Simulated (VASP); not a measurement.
# ZnCd2S3 in VASP: notebook, part 2 of 2

VASP 6.6.1.

## Step 4: Single point, PBE

File INCAR:

```
PREC = Accurate ; ENCUT = 520
EDIFF = 1E-6 ; ISMEAR = 0
SIGMA = 0.1 ; LREAL = F
LASPH = T ; NELM = 60
ALGO = Normal ; ISIF = 2
LWAVE = F ; LCHARG = F
GGA = PE ; NBANDS = 66
```

File KPOINTS:

```
regular mesh
0
Gamma
  6 6 1
```

File POSCAR:

```
ZnCd2S3
1.0
    4.0675088902      0.0003586503     -0.0001204394
   -2.0334729803      3.5233906839      0.0002806242
   -0.0006168844      0.0012686564     20.0990688446
Zn Cd S
2 4 6
Direct
    0.6620107357      0.3285871838      0.3332041479
    0.3380370910      0.6700802204      0.8331866226
    0.0036672998      0.0030167646      0.9970812021
   -0.0047683010     -0.0019559576      0.4971760249
    0.3327023434      0.6677218909      0.1715764196
    0.6682071648      0.3323123967      0.6716869401
   -0.0004948327      0.0012856936      0.1239863607
    0.0015649738     -0.0008517280      0.6240112295
    0.3290191058      0.6625973456      0.2989516147
    0.6709880337      0.3364116743      0.7990127607
    0.6621042277      0.3312809190      0.4500710180
    0.3369621581      0.6695135968      0.9500556590
```

Potentials or basis: VASP PAW PBE potentials, release 64 (Zn, Cd, S).

Command:

```
cat potpaw_PBE.64/Zn/POTCAR potpaw_PBE.64/Cd/POTCAR potpaw_PBE.64/S/POTCAR > POTCAR
mpirun -np 1 vasp_std > vasp.out
```

OUTCAR:

```text
PREC = Accurate
   ENCUT = 520
   EDIFF = 1E-6
   ISMEAR = 0
   LREAL = F
   LASPH = T
   NELM = 60
   ISIF = 2
   GGA = PE

 ion  position               nearest neighbor table
   1  0.662  0.329  0.333-  11 2.35   9 2.45   9 2.45   9 2.45
   2  0.338  0.670  0.833-  12 2.35  10 2.45  10 2.45  10 2.45
   3  0.004  0.003  0.997-  12 2.53  12 2.53  12 2.53   7 2.55
   4  0.995  0.998  0.497-  11 2.53  11 2.53  11 2.53   8 2.55
   5  0.333  0.668  0.172-   7 2.54   7 2.54   7 2.54   9 2.56
[... 1605 lines left out ...]

 VOLUME and BASIS-vectors are now :
 -----------------------------------------------------------------------------
  energy-cutoff  :      520.00
  volume of cell :      288.06
      direct lattice vectors                 reciprocal lattice vectors
     4.067508890  0.000358650 -0.000120439     0.245838212  0.141881899 -0.000001410
    -2.033472980  3.523390684  0.000280624    -0.000025025  0.283803077 -0.000017914
    -0.000616884  0.001268656 20.099068845     0.000001473 -0.000003112  0.049753549

 POSITION                                       TOTAL-FORCE (eV/Angst)
 -----------------------------------------------------------------------------------
      2.02436      1.15840      6.69711         0.000000      0.007832     -0.000469
      0.01186      2.36213     16.74642        -0.004059     -0.003526      0.004076
      0.00817      0.01190     20.04040        -0.001276     -0.003172      0.013062
      2.01831      3.51749      9.99294         0.007232     -0.001948      0.001028
     -0.00463      2.35298      3.44867         0.000350      0.000161      0.016425
      2.04178      1.17196     13.50029        -0.000200      0.005297      0.005621
      4.06281      0.00505      2.49189         0.001830     -0.004176     -0.015310
     -2.02576      3.52118     12.54232        -0.004900     -0.002455     -0.003062
     -0.00927      2.33509      6.00880         0.000864      0.003716      0.016109
      2.04467      1.18656     16.05943        -0.000459     -0.002857      0.015097
      2.01919      1.16804      9.04602         0.002411      0.000553     -0.024239
      0.00857      2.36028     19.09538        -0.001793      0.000576     -0.028337
 -----------------------------------------------------------------------------------
    total drift:                               -0.000152     -0.000292      0.001478

  FREE ENERGIE OF THE ION-ELECTRON SYSTEM (eV)
  ---------------------------------------------------
  free  energy   TOTEN  =       -37.9484788239 eV

  energy  without entropy=      -37.9484788239  energy(sigma->0) =      -37.94847882
```

OSZICAR:

```text
N       E                     dE             d eps       ncg     rms          rms(c)
DAV:   1     0.953833507244E+03    0.95383E+03   -0.49956E+04  2640   0.165E+03
DAV:   2     0.786730752252E+02   -0.87516E+03   -0.83890E+03  2640   0.417E+02
DAV:   3    -0.355111178020E+02   -0.11418E+03   -0.11135E+03  2982   0.144E+02
DAV:   4    -0.409494630565E+02   -0.54383E+01   -0.54007E+01  3070   0.304E+01
DAV:   5    -0.410584920653E+02   -0.10903E+00   -0.10889E+00  3168   0.449E+00    0.178E+01
DAV:   6    -0.379185828428E+02    0.31399E+01   -0.63882E+00  3544   0.291E+01    0.137E+01
DAV:   7    -0.380956900391E+02   -0.17711E+00   -0.60928E+00  3024   0.908E+00    0.500E+00
DAV:   8    -0.379454681470E+02    0.15022E+00   -0.10472E+00  3088   0.614E+00    0.146E+00
DAV:   9    -0.379467389763E+02   -0.12708E-02   -0.86891E-02  2984   0.205E+00    0.337E-01
DAV:  10    -0.379477518989E+02   -0.10129E-02   -0.50109E-03  2924   0.358E-01    0.204E-01
DAV:  11    -0.379483319951E+02   -0.58010E-03   -0.87974E-04  2896   0.181E-01    0.772E-02
DAV:  12    -0.379484755269E+02   -0.14353E-03   -0.28282E-04  2828   0.964E-02    0.358E-02
DAV:  13    -0.379484718536E+02    0.36734E-05   -0.21195E-05  3280   0.326E-02    0.253E-02
DAV:  14    -0.379484788321E+02   -0.69785E-05   -0.15792E-05  2702   0.162E-02    0.123E-02
DAV:  15    -0.379484788239E+02    0.81727E-08   -0.42784E-06  2672   0.130E-02
   1 F= -.37948479E+02 E0= -.37948479E+02  d E =-.248771E-11
```

stdout:

```text
POSCAR found type information on POSCAR ZnCdS
 POSCAR found :  3 types and      12 ions
 scaLAPACK will be used
 -----------------------------------------------------------------------------
|                                                                             |
|           W    W    AA    RRRRR   N    N  II  N    N   GGGG   !!!           |
[... 18 lines left out ...]
|                                                                             |
 -----------------------------------------------------------------------------

 LDA part: xc-table for (Slater+PW92), standard interpolation
 POSCAR, INCAR and KPOINTS ok, starting setup
 FFT: planning ... GRIDC
 FFT: planning ... GRID_SOFT
 FFT: planning ... GRID
 WAVECAR not read
 entering main loop
```

Wall time 4.4 min (1 thread of Intel Xeon 6975P-C (Granite Rapids), shared host); peak memory 0.52 GiB.

Results:

```
Free energy            : -37.9485 eV
Pressure               : 0.3 GPa
Largest force          : 0.028 eV/Å
Band gap on the k mesh : 1.18 eV
```

Forces on the atoms (eV/Å):
```
Zn   0.000  0.008  0.000
Zn  -0.004 -0.004  0.004
Cd  -0.001 -0.003  0.013
Cd   0.007 -0.002  0.001
Cd   0.000  0.000  0.016
Cd   0.000  0.005  0.006
S    0.002 -0.004 -0.015
S   -0.005 -0.002 -0.003
S    0.001  0.004  0.016
S    0.000 -0.003  0.015
S    0.002  0.001 -0.024
S   -0.002  0.001 -0.028
```
